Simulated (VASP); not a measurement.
# Si in VASP: further runs, part 2 of 3

VASP 6.6.1.

## Step 4: Electric field gradients, PBE (equal xx and yy strain of +2 %)

Input file INCAR:

```
PREC = Accurate
ENCUT = 520
EDIFF = 1E-8
ISMEAR = -1
SIGMA = 0.05
LREAL = False
LASPH = True
NELM = 100
ALGO = Normal
ISIF = 2
LWAVE = False
LCHARG = False
GGA = PE
LEFG = True
NBANDS = 11
```

Input file KPOINTS:

```
regular mesh
0
Gamma
  16 16 16
```

Input file POSCAR:

```
Si
1.0
   -2.2960200000      2.4158700000      1.2750000000
    2.2960200000     -2.4158700000      1.2750000000
    2.2960200000      2.4158700000     -1.2750000000
Si
2
Direct
    0.8070000000      0.5570000000      0.2500000000
    0.1930000000      0.4430000000      0.7500000000
```

Potentials or basis: VASP PAW PBE potentials, release 64 (Si).

Launch:

```bash
$ cat potpaw_PBE.64/Si/POTCAR > POTCAR
$ mpirun -np 1 vasp_std > vasp.out
```

OUTCAR:

```text
PREC = Accurate
   ENCUT = 520
   EDIFF = 1E-8
   ISMEAR = -1
   LREAL = False
   LASPH = True
   NELM = 100
   ISIF = 2
   GGA = PE

 ion  position               nearest neighbor table
   1  0.807  0.557  0.250-   2 2.43   2 2.43   2 2.50   2 2.50   2 2.78   2 2.78
   2  0.193  0.443  0.750-   1 2.43   1 2.43   1 2.50   1 2.50   1 2.78   1 2.78

  LATTYP: Found a body centered orthorhombic cell.
 ALAT       =     2.5500000000
 B/A-ratio  =     1.8008000000
 C/A-ratio  =     1.8948000000

  Lattice vectors:

 A1 = (   2.2960200000,  -2.4158700000,   1.2750000000)
 A2 = (  -2.2960200000,  -2.4158700000,  -1.2750000000)
 A3 = (   2.2960200000,   2.4158700000,  -1.2750000000)

Analysis of symmetry for initial positions (statically):
=====================================================================
 Subroutine PRICEL returns:
 Original cell was already a primitive cell.

 Routine SETGRP: Setting up the symmetry group for a
 body centered orthorhombic supercell.

 Subroutine GETGRP returns: Found  8 space group operations
 (whereof  4 operations were pure point group operations)
 out of a pool of  8 trial point group operations.

The static configuration has the point symmetry C_2h.
 The point group associated with its full space group is D_2h.

Analysis of symmetry for dynamics (positions and initial velocities):
=====================================================================
 Subroutine PRICEL returns:
 Original cell was already a primitive cell.

 Routine SETGRP: Setting up the symmetry group for a
 body centered orthorhombic supercell.

 Subroutine GETGRP returns: Found  8 space group operations
 (whereof  4 operations were pure point group operations)
[... 484 lines left out ...]
      4       9.3451      2.00000
      5      12.2318      0.00000
      6      15.8700      0.00000
      7      18.4083      0.00000
      8      19.3765      0.00000
      9      19.8437      0.00000
     10      21.0010      0.00000
     11      22.6550      0.00000

 [... further k-points ...]

------------------------ aborting loop because EDIFF is reached ----------------------------------------

  FORCE on cell =-STRESS in cart. coord.  units (eV):
  Direction    XX          YY          ZZ          XY          YZ          ZX
  --------------------------------------------------------------------------------------
  -------------------------------------------------------------------------------------
  Total        1.5391121      1.5244095      1.8139165      0.0000000      0.0000000      0.0000000
  in kB       87.1688757     86.3361772    102.7326445      0.0000000      0.0000000      0.0000000
  external PRESSURE =      92.0792325 kB  Pullay stress =       0.0000000 kB

 VOLUME and BASIS-vectors are now :
 -----------------------------------------------------------------------------
  energy-cutoff  :      520.00
  volume of cell :       28.29
      direct lattice vectors                 reciprocal lattice vectors
    -2.296020000  2.415870000  1.275000000     0.000000000  0.206964779  0.392156863
     2.296020000 -2.415870000  1.275000000     0.217768138  0.000000000  0.392156863
     2.296020000  2.415870000 -1.275000000     0.217768138  0.206964779  0.000000000

 POSITION                                       TOTAL-FORCE (eV/Angst)
 -----------------------------------------------------------------------------------
     -0.00000      1.20793      1.42035        -0.000000     -0.000000      0.029688
      2.29602      1.20793     -0.14535         0.000000      0.000000     -0.029688
 -----------------------------------------------------------------------------------
    total drift:                                0.000000     -0.000000     -0.000000

  FREE ENERGIE OF THE ION-ELECTRON SYSTEM (eV)
  ---------------------------------------------------
  free  energy   TOTEN  =       -10.1912811643 eV

  energy  without entropy=      -10.1851030802  energy(sigma->0) =      -10.18819212

 Electric field gradients (V/A^2)
---------------------------------------------------------------------
 ion       V_xx      V_yy      V_zz      V_xy      V_xz      V_yz
---------------------------------------------------------------------
   1      10.371   -22.988    12.617    -0.000    -0.000    -0.000
   2      10.371   -22.988    12.617    -0.000    -0.000    -0.000
---------------------------------------------------------------------

 Electric field gradients after diagonalization (V/A^2)
 (convention: |V_zz| > |V_xx| > |V_yy|)
----------------------------------------------------------------------
 ion       V_xx      V_yy      V_zz     asymmetry (V_yy - V_xx)/ V_zz
----------------------------------------------------------------------
   1      12.617    10.371   -22.988       0.098
   2      12.617    10.371   -22.988       0.098
----------------------------------------------------------------------

           NMR quadrupolar parameters

 Cq : quadrupolar parameter    Cq=e*Q*V_zz/h
 eta: asymmetry parameters     (V_yy - V_xx)/ V_zz
 Q  : nuclear electric quadrupole moment in mb (millibarn)
----------------------------------------------------------------------
 ion       Cq(MHz)       eta       Q (mb)
----------------------------------------------------------------------
   1      -0.056       0.098       1.000
   2      -0.056       0.098       1.000
----------------------------------------------------------------------
```

OSZICAR:

```text
N       E                     dE             d eps       ncg     rms          rms(c)
DAV:   1     0.584729095644E+01    0.58473E+01   -0.34498E+03 13670   0.612E+02
DAV:   2    -0.978991545150E+01   -0.15637E+02   -0.15070E+02 17866   0.864E+01
DAV:   3    -0.102059920815E+02   -0.41608E+00   -0.41347E+00 17805   0.113E+01
DAV:   4    -0.102075547811E+02   -0.15627E-02   -0.15625E-02 16453   0.866E-01
DAV:   5    -0.102075613103E+02   -0.65292E-05   -0.65285E-05 17239   0.509E-02    0.456E+00
DAV:   6    -0.101978170654E+02    0.97442E-02   -0.30001E-03 16084   0.300E-01    0.264E+00
DAV:   7    -0.101912934440E+02    0.65236E-02   -0.70177E-03 15434   0.482E-01    0.217E-01
DAV:   8    -0.101912889920E+02    0.44520E-05   -0.40338E-04 16504   0.122E-01    0.681E-02
DAV:   9    -0.101912817917E+02    0.72003E-05   -0.17796E-05 16982   0.253E-02    0.147E-02
DAV:  10    -0.101912811935E+02    0.59825E-06   -0.19009E-06 17498   0.817E-03    0.188E-03
DAV:  11    -0.101912812100E+02   -0.16469E-07   -0.82799E-08 16096   0.184E-03    0.581E-04
DAV:  12    -0.101912811551E+02    0.54814E-07   -0.22705E-09  9884   0.364E-04    0.558E-04
DAV:  13    -0.101912811643E+02   -0.91300E-08   -0.95903E-10  9105   0.153E-04
   1 F= -.10191281E+02 E0= -.10188192E+02  d E =-.617808E-02
```

stdout:

```text
POSCAR found type information on POSCAR Si
 POSCAR found :  1 types and       2 ions
 scaLAPACK will be used
 LDA part: xc-table for (Slater+PW92), standard interpolation
 POSCAR, INCAR and KPOINTS ok, starting setup
 FFT: planning ... GRIDC
 FFT: planning ... GRID_SOFT
 FFT: planning ... GRID
 WAVECAR not read
 entering main loop
ion   1

ion   2
```

It took 78 s on 1 thread of Intel Xeon 6975P-C (Granite Rapids), shared host; peak memory 0.27 GiB.

Results:

- Free energy: -10.1913 eV
- Pressure: 9.2 GPa
- Largest force: 0.030 eV/Å
- Band gap on the k mesh: zero (bands 4 and 5 overlap by 7.00 eV)
- Largest electric field gradient by atom: Si -23.0 V/Å²

Forces on the atoms (eV/Å):
```
Si   0.000  0.000  0.030
Si   0.000  0.000 -0.030
```

Electric field gradients, principal values (V/Å²):
| atom | least | middle | greatest (by size) |
| --- | --- | --- | --- |
| 1 Si | 10.371 | 12.617 | -22.988 |
| 2 Si | 10.371 | 12.617 | -22.988 |

Caveat: the cell differs from its parent crystal (equal xx and yy strain of +2 %); the cell stands under pressure; without QUAD_EFG the Cq values of the log hold for a quadrupole moment of 1 mb, not for the nuclei.

## Step 5: Electric field gradients, PBE (equal xy, yz and zx shear strains of +1 %)

Input file INCAR:

```
PREC = Accurate ; ENCUT = 520
EDIFF = 1E-8 ; ISMEAR = -1
SIGMA = 0.05 ; LREAL = F
LASPH = T ; NELM = 80
ALGO = Normal ; ISIF = 2
LWAVE = F ; LCHARG = F
GGA = PE ; LEFG = T
NBANDS = 11
```

KPOINTS is that of step 4.

Input file POSCAR:

```
Si
1.0
   -2.2327825000      2.3636200000      1.2755875000
    2.2455325000     -2.3508700000      1.2744125000
    2.2564675000      2.3733800000     -1.2519025000
Si
2
Direct
    0.8070000000      0.5570000000      0.2500000000
    0.1930000000      0.4430000000      0.7500000000
```

Potentials or basis: VASP PAW PBE potentials, release 64 (Si).

Launch:

```bash
$ cat potpaw_PBE.64/Si/POTCAR > POTCAR
$ mpirun -np 1 vasp_std > vasp.out
```

OUTCAR:

```text
PREC = Accurate
   ENCUT = 520
   EDIFF = 1E-8
   ISMEAR = -1
   LREAL = F
   LASPH = T
   NELM = 80
   ISIF = 2
   GGA = PE

 ion  position               nearest neighbor table
   1  0.807  0.557  0.250-   2 2.38   2 2.39   2 2.45   2 2.47   2 2.73   2 2.75
   2  0.193  0.443  0.750-   1 2.38   1 2.39   1 2.45   1 2.47   1 2.73   1 2.75

  LATTYP: Found a triclinic cell.
 ALAT       =     5.0210355902
 B/A-ratio  =     1.3481371640
 C/A-ratio  =     0.9434544604
 COS(alpha) =     0.0008856198
 COS(beta)  =     0.4748698002
 COS(gamma) =     0.8641225268

  Lattice vectors:

 A1 = (   2.2200325000,  -2.3763700000,  -3.8255875000)
 A2 = (   4.4765000000,  -0.0029900000,  -5.0774900000)
 A3 = (  -0.0236850000,  -4.7370000000,  -0.0236850000)

Analysis of symmetry for initial positions (statically):
=====================================================================
 Subroutine PRICEL returns:
[... 529 lines left out ...]
  volume of cell :       27.19
      direct lattice vectors                 reciprocal lattice vectors
    -2.232782500  2.363620000  1.275587500    -0.003001448  0.209163451  0.391126053
     2.245532500 -2.350870000  1.274412500     0.220183426 -0.003056273  0.391071227
     2.256467500  2.373380000 -1.251902500     0.221084231  0.210009430 -0.002155468

 POSITION                                       TOTAL-FORCE (eV/Angst)
 -----------------------------------------------------------------------------------
      0.01302      1.19135      1.42627         0.033258     -0.014258     -0.000602
      2.25619      1.19478     -0.12817        -0.033258      0.014258      0.000602
 -----------------------------------------------------------------------------------
    total drift:                                0.000000     -0.000000     -0.000000

  FREE ENERGIE OF THE ION-ELECTRON SYSTEM (eV)
  ---------------------------------------------------
  free  energy   TOTEN  =       -10.1057593211 eV

  energy  without entropy=      -10.0997096805  energy(sigma->0) =      -10.10273450

 Electric field gradients (V/A^2)
---------------------------------------------------------------------
 ion       V_xx      V_yy      V_zz      V_xy      V_xz      V_yz
---------------------------------------------------------------------
   1       9.981   -26.352    16.371     0.005     1.033     0.099
   2       9.981   -26.352    16.371     0.005     1.033     0.099
---------------------------------------------------------------------

 Electric field gradients after diagonalization (V/A^2)
 (convention: |V_zz| > |V_xx| > |V_yy|)
----------------------------------------------------------------------
 ion       V_xx      V_yy      V_zz     asymmetry (V_yy - V_xx)/ V_zz
----------------------------------------------------------------------
   1      16.534     9.818   -26.352       0.255
   2      16.534     9.818   -26.352       0.255
----------------------------------------------------------------------

           NMR quadrupolar parameters

 Cq : quadrupolar parameter    Cq=e*Q*V_zz/h
 eta: asymmetry parameters     (V_yy - V_xx)/ V_zz
 Q  : nuclear electric quadrupole moment in mb (millibarn)
----------------------------------------------------------------------
 ion       Cq(MHz)       eta       Q (mb)
----------------------------------------------------------------------
   1      -0.064       0.255       1.000
   2      -0.064       0.255       1.000
----------------------------------------------------------------------
```

OSZICAR:

```text
N       E                     dE             d eps       ncg     rms          rms(c)
DAV:   1     0.607709212078E+01    0.60771E+01   -0.35213E+03 45192   0.617E+02
DAV:   2    -0.970917195058E+01   -0.15786E+02   -0.15191E+02 58786   0.871E+01
DAV:   3    -0.101262255682E+02   -0.41705E+00   -0.41286E+00 58023   0.114E+01
DAV:   4    -0.101277913323E+02   -0.15658E-02   -0.15655E-02 54110   0.859E-01
DAV:   5    -0.101277971902E+02   -0.58579E-05   -0.58580E-05 56202   0.479E-02    0.490E+00
DAV:   6    -0.101142652515E+02    0.13532E-01   -0.38894E-03 53320   0.334E-01    0.285E+00
DAV:   7    -0.101057946561E+02    0.84706E-02   -0.87626E-03 51530   0.535E-01    0.221E-01
DAV:   8    -0.101057722461E+02    0.22410E-04   -0.68255E-04 53039   0.152E-01    0.717E-02
DAV:   9    -0.101057596901E+02    0.12556E-04   -0.34158E-05 55721   0.342E-02    0.315E-02
DAV:  10    -0.101057593468E+02    0.34326E-06   -0.24300E-06 56007   0.103E-02    0.205E-03
DAV:  11    -0.101057593624E+02   -0.15516E-07   -0.16587E-07 54285   0.227E-03    0.946E-04
DAV:  12    -0.101057593228E+02    0.39521E-07   -0.14384E-08 35960   0.670E-04    0.326E-04
DAV:  13    -0.101057593211E+02    0.17051E-08   -0.14969E-09 29666   0.264E-04
   1 F= -.10105759E+02 E0= -.10102735E+02  d E =-.604964E-02
```

It took 13 min on 1 thread of Intel Xeon 8259CL, shared host; peak memory 0.56 GiB.

What came out:

* Free energy: -10.1058 eV
* Pressure: 15.7 GPa
* Largest force: 0.036 eV/Å
* Band gap on the k mesh: zero (bands 4 and 5 overlap by 7.46 eV)
* Largest electric field gradient by atom: Si -26.4 V/Å²

Forces on the atoms (eV/Å):
```
Si   0.033 -0.014 -0.001
Si  -0.033  0.014  0.001
```

Stress tensor (GPa, compression positive):
```
14.62 -0.79 -0.48
-0.79 17.50 -0.75
-0.48 -0.75 14.89
```

Levels at points of the mesh, in eV from the Fermi level:
| k point | band 1 | band 2 | band 3 | band 4 | band 5 | band 6 | band 7 | band 8 | band 9 |
| --- | --- | --- | --- | --- | --- | --- | --- | --- | --- |
| (0.00, 0.00, 0.00) | -14.81 | -3.00 | -2.46 | -1.66 | 1.09 | 7.77 | 9.15 | 10.02 | 10.59 |
| (0.50, 0.00, 0.00) | -8.01 | -7.68 | -1.75 | -1.30 | -1.23 | 0.10 | 5.04 | 5.35 | 10.05 |
| (0.00, 0.50, 0.00) | -7.96 | -7.34 | -2.80 | -2.13 | -1.31 | 1.11 | 5.40 | 6.36 | 9.34 |
| (0.50, 0.50, 0.00) | -11.43 | -11.42 | 0.06 | 0.06 | 2.84 | 2.86 | 8.59 | 8.75 | 10.42 |
| (0.00, 0.00, 0.50) | -11.49 | -11.49 | 0.22 | 0.23 | 3.04 | 3.05 | 8.73 | 8.77 | 10.42 |
| (0.50, 0.00, 0.50) | -7.79 | -7.28 | -2.89 | -2.23 | -1.52 | 1.05 | 5.03 | 6.13 | 9.72 |
| (0.00, 0.50, 0.50) | -7.88 | -7.58 | -1.90 | -1.39 | -1.36 | 0.02 | 4.71 | 5.08 | 10.37 |
| (0.50, 0.50, 0.50) | -9.21 | -8.18 | -7.69 | -7.40 | 5.78 | 6.53 | 14.25 | 14.84 | 15.02 |

Electric field gradients, principal values (V/Å²):
```csv
atom,least,middle,greatest (by size)
1 Si,9.818,16.534,-26.352
2 Si,9.818,16.534,-26.352
```

Caveat: the cell differs from its parent crystal (equal xy, yz and zx shear strains of +1 %); the cell stands under pressure; without QUAD_EFG the Cq values of the log hold for a quadrupole moment of 1 mb, not for the nuclei.

(Part 2 of 3 ends here.)
